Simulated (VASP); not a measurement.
# Si (Fd-3m) in VASP: vibrations by perturbation theory with LDA

Aim: the vibrations by perturbation theory of Si with LDA.

Everything below comes from runs of VASP 6.6.1. Logs are shortened: lines on timing, memory, paths and dates and some standing lists are left out, and cuts for length are marked.

### 1 The cell of the first run

Symmetry: Fd-3m, No. 227, cubic system. The conventional cell has a = 5.437 Å, b = 5.437 Å, c = 5.437 Å, α = 90.00°, β = 90.00°, γ = 90.00°. Within 3.1 Å of Si (site symmetry -43m) lie 4 Si at 2.35 Å.

### 2 Vibrations by perturbation theory, LDA

INCAR reads:

```
SYSTEM = Si
  PREC = Accurate
  ENCUT = 520
  EDIFF = 1E-8
  ISMEAR = 0
  SIGMA = 0.01
  LREAL = .False.
  LASPH = .True.
  NELM = 80
  ALGO = Normal
  ISIF = 2
  LWAVE = .False.
  LCHARG = .False.
  NBANDS = 11
  IBRION = 8
  NSW = 1
  LEPSILON = .True.
```

KPOINTS reads:

```
regular mesh
0
Gamma
  12 12 12
  0 0 0
```

POSCAR reads:

```
Si
1.0
    0.0000000000      2.7185000000      2.7185000000
    2.7185000000      0.0000000000      2.7185000000
    2.7185000000      2.7185000000      0.0000000000
Si
2
Direct
    0.5000000000      0.5000000000      0.5000000000
    0.7500000000      0.7500000000      0.7500000000
```

Potentials or basis: VASP PAW LDA potentials, release 64 (Si).

On the command line:

```bash
$ cat potpaw_LDA.64/Si/POTCAR > POTCAR
$ mpirun -np 1 vasp_std > vasp.out
```

OUTCAR:

```text
SYSTEM = Si
   PREC = Accurate
   ENCUT = 520
   EDIFF = 1E-8
   ISMEAR = 0
   LREAL = .False.
   LASPH = .True.
   NELM = 80
   ISIF = 2
   IBRION = 8
   NSW = 1
   LEPSILON = .True.

 ion  position               nearest neighbor table
   1  0.500  0.500  0.500-   2 2.35   2 2.35   2 2.35   2 2.35
   2  0.750  0.750  0.750-   1 2.35   1 2.35   1 2.35   1 2.35

  LATTYP: Found a face centered cubic cell.
 ALAT       =     5.4370000000

  Lattice vectors:

 A1 = (   0.0000000000,   2.7185000000,   2.7185000000)
 A2 = (   2.7185000000,   0.0000000000,   2.7185000000)
 A3 = (   2.7185000000,   2.7185000000,   0.0000000000)

Analysis of symmetry for initial positions (statically):
=====================================================================
 Subroutine PRICEL returns:
 Original cell was already a primitive cell.

 Routine SETGRP: Setting up the symmetry group for a
 face centered cubic supercell.

 Subroutine GETGRP returns: Found 48 space group operations
 (whereof 24 operations were pure point group operations)
 out of a pool of 48 trial point group operations.

The static configuration has the point symmetry T_d .
 The point group associated with its full space group is O_h .

Analysis of symmetry for dynamics (positions and initial velocities):
=====================================================================
 Subroutine PRICEL returns:
 Original cell was already a primitive cell.

 Routine SETGRP: Setting up the symmetry group for a
 face centered cubic supercell.

 Subroutine GETGRP returns: Found 48 space group operations
 (whereof 24 operations were pure point group operations)
 out of a pool of 48 trial point group operations.

The dynamic configuration has the point symmetry T_d .
 The point group associated with its full space group is O_h .

 Subroutine INISYM returns: Found 48 space group operations
 (whereof 24 operations are pure point group operations),
 and found     1 'primitive' translations

----------------------------------------------------------------------------------------

                                     Primitive cell

  volume of cell :      40.1807

  direct lattice vectors                    reciprocal lattice vectors
     0.000000000  2.718500000  2.718500000    -0.183924959  0.183924959  0.183924959
     2.718500000  0.000000000  2.718500000     0.183924959 -0.183924959  0.183924959
     2.718500000  2.718500000  0.000000000     0.183924959  0.183924959 -0.183924959

  length of vectors
     3.844539569  3.844539569  3.844539569     0.318567373  0.318567373  0.318567373

  position of ions in fractional coordinates (direct lattice)
     0.500000000  0.500000000  0.500000000
     0.750000000  0.750000000  0.750000000

  ion indices of the primitive-cell ions
   primitive index   ion index
                 1           1
                 2           2

----------------------------------------------------------------------------------------

 KPOINTS: regular mesh

Automatic generation of k-mesh.
 Grid dimensions read from file:
 generate k-points for:   12   12   12

 Generating k-lattice:

  Cartesian coordinates                     Fractional coordinates (reciprocal lattice)
    -0.015327080  0.015327080  0.015327080     0.083333333  0.000000000  0.000000000
[... 480 lines left out ...]
          -0.000000    14.316600     0.000000
          -0.000000     0.000000    14.316600
 ------------------------------------------------------

 Free energy of the ion-electron system (eV)
  ---------------------------------------------------
  ---------------------------------------------------
  free energy    TOTEN  =        -1.47499606 eV

  energy without entropy =       -1.47499606

------------------------ aborting loop because EDIFF is reached ----------------------------------------

--------------------------------------- Ionic step        2  -------------------------------------------

------------------------ aborting loop because EDIFF is reached ----------------------------------------

--------------------------------------- Ionic step        3  -------------------------------------------

------------------------ aborting loop because EDIFF is reached ----------------------------------------

 PIEZOELECTRIC TENSOR FIELD DIRECTION 3  (e Angst)
 -----------------------------------------------------------------------------
     0.00117 -0.00000  0.00000           (  0.00000 -0.00000  0.00000)
     0.00000  0.00117  0.00000           ( -0.00000  0.00000  0.00000)
     0.00000  0.00000 -0.00705           (  0.00000  0.00000  0.00000)

 PIEZOELECTRIC TENSOR FIELD DIRECTION 3  (C/m^2)
 -----------------------------------------------------------------------------
     0.00047 -0.00000  0.00000
     0.00000  0.00047  0.00000
     0.00000  0.00000 -0.00281

--------------------------------------- Ionic step        4  -------------------------------------------

 Free energy of the ion-electron system (eV)
  ---------------------------------------------------
  ---------------------------------------------------
  free energy    TOTEN  =        -0.01766508 eV

  energy without entropy =       -0.01766508

------------------------ aborting loop because EDIFF is reached ----------------------------------------

 INTERNAL STRAIN TENSOR  FOR ION    1  DIRECTION 1   (eV/Angst):
 -----------------------------------------------------------------------------
    -0.00655  0.00000  0.00000
     0.00000  0.00399  8.82186
     0.00000  8.82186  0.00399

 MACROSCOPIC STATIC DIELECTRIC TENSOR (including local field effects in DFT)
 ------------------------------------------------------
          13.519760    -0.000000     0.000000
          -0.000000    13.519760    -0.000000
          -0.000000     0.000000    13.519760
 ------------------------------------------------------

 PIEZOELECTRIC TENSOR (including local field effects)  for field in x, y, z        (e  Angst)
          XX          YY          ZZ          XY          YZ          ZX
  --------------------------------------------------------------------------------
  x    -0.00000    -0.00000     0.00000     0.00000     0.00000     0.00000
  y    -0.00000     0.00000    -0.00000     0.00000    -0.00000    -0.00000
  z    -0.00000     0.00000     0.00000    -0.00000     0.00000     0.00000

 PIEZOELECTRIC TENSOR (including local field effects)  for field in x, y, z        (C/m^2)
          XX          YY          ZZ          XY          YZ          ZX
  --------------------------------------------------------------------------------
  x    -0.00000    -0.00000     0.00000     0.00000     0.00000     0.00000
  y    -0.00000     0.00000    -0.00000     0.00000    -0.00000    -0.00000
  z    -0.00000     0.00000     0.00000    -0.00000     0.00000     0.00000

 BORN EFFECTIVE CHARGES (including local field effects) (in |e|, cummulative output)
 ---------------------------------------------------------------------------------
 ion    1
    1     0.00000     0.00000    -0.00000
    2    -0.00000     0.00000     0.00000
    3    -0.00000     0.00000     0.00000
 ion    2
    1    -0.00000    -0.00000     0.00000
    2     0.00000    -0.00000    -0.00000
    3     0.00000     0.00000    -0.00000

 INTERNAL STRAIN TENSOR FOR ION    2 for displacements in x,y,z  (eV/Angst):
          X           Y           Z          XY          YZ          ZX
  --------------------------------------------------------------------------------
  x     0.00000    -0.00000    -0.00000     0.00000    -8.82186     0.00000
  y     0.00000     0.00000     0.00000     0.00000     0.00000    -8.82186
  z    -0.00000    -0.00000     0.00000    -8.82186     0.00000     0.00000

 SECOND DERIVATIVES (NOT SYMMETRIZED)
 ------------------------------------
               1X          1Y          1Z          2X          2Y          2Z
  1X   -13.072658    0.000000    0.000000   13.072658    0.000000    0.000000
  1Y     0.000000  -13.072658    0.000000    0.000000   13.072658    0.000000
  1Z     0.000000    0.000000  -13.072658    0.000000    0.000000   13.072658
  2X    13.072658    0.000000    0.000000  -13.072658    0.000000    0.000000
  2Y     0.000000   13.072658    0.000000    0.000000  -13.072658    0.000000
  2Z     0.000000    0.000000   13.072658    0.000000    0.000000  -13.072658

 Eigenvectors and eigenvalues of the dynamical matrix
 ----------------------------------------------------

   1 f  =   15.083789 THz    94.774242 2PiTHz  503.141047 cm-1    62.381511 meV
             X         Y         Z           dx          dy          dz
      2.718500  2.718500  2.718500     0.000000   -0.707107    0.000000
      4.077750  4.077750  4.077750     0.000000    0.707107    0.000000
[... 21 lines left out ...]
   6 f  =    0.000000 THz     0.000000 2PiTHz    0.000000 cm-1     0.000000 meV
             X         Y         Z           dx          dy          dz
      2.718500  2.718500  2.718500     0.000000    0.000000    0.707107
      4.077750  4.077750  4.077750     0.000000    0.000000    0.707107

--------------------------------------------------------------------------------------------------------

 MACROSCOPIC STATIC DIELECTRIC TENSOR IONIC CONTRIBUTION
 ------------------------------------------------------
           0.000000    -0.000000    -0.000000
          -0.000000     0.000000     0.000000
          -0.000000     0.000000     0.000000
 ------------------------------------------------------

 ELASTIC MODULI CONTR FROM IONIC RELAXATION (kBar)
 Direction    XX          YY          ZZ          XY          YZ          ZX
 --------------------------------------------------------------------------------
 XX          -0.0000     -0.0000     -0.0000     -0.0000      0.0000      0.0000
 YY          -0.0000     -0.0000     -0.0000     -0.0000     -0.0000      0.0000
 ZZ          -0.0000     -0.0000     -0.0000     -0.0000     -0.0000      0.0000
 XY          -0.0000     -0.0000     -0.0000   -237.3825      0.0000      0.0000
 YZ           0.0000     -0.0000     -0.0000      0.0000   -237.3825      0.0000
 ZX           0.0000      0.0000      0.0000      0.0000      0.0000   -237.3825
 --------------------------------------------------------------------------------

 PIEZOELECTRIC TENSOR IONIC CONTR  for field in x, y, z        (C/m^2)
          XX          YY          ZZ          XY          YZ          ZX
  --------------------------------------------------------------------------------
  x    -0.00000     0.00000     0.00000    -0.00000     0.00000     0.00000
  y    -0.00000    -0.00000    -0.00000     0.00000    -0.00000     0.00000
  z     0.00000     0.00000    -0.00000     0.00000    -0.00000    -0.00000
```

Wall time 4.9 min (1 thread of Intel Xeon Platinum 8488C (Sapphire Rapids), shared host); peak memory 0.36 GiB.

What came out:

| Item | Value |
| --- | --- |
| Electronic dielectric tensor (diagonal) | 13.52 |
| Born charges (mean of the diagonal) | Si +0.00 e |
| Highest phonon frequency at Γ | 503 cm⁻¹ |

Phonon frequencies in cm⁻¹ (negative: imaginary):
| q point | frequencies |
| --- | --- |
| (0.000, 0.000, 0.000) | 0 0 0 503 503 503 |

Electronic dielectric tensor:
```
13.52  0.00  0.00
 0.00 13.52  0.00
 0.00  0.00 13.52
```

Born effective charge tensors (e):
atom 1, Si
```
0.00 0.00 0.00
0.00 0.00 0.00
0.00 0.00 0.00
```
atom 2, Si
```
0.00 0.00 0.00
0.00 0.00 0.00
0.00 0.00 0.00
```

Caveat: the cell wasn't relaxed at this level first, which shifts response properties.
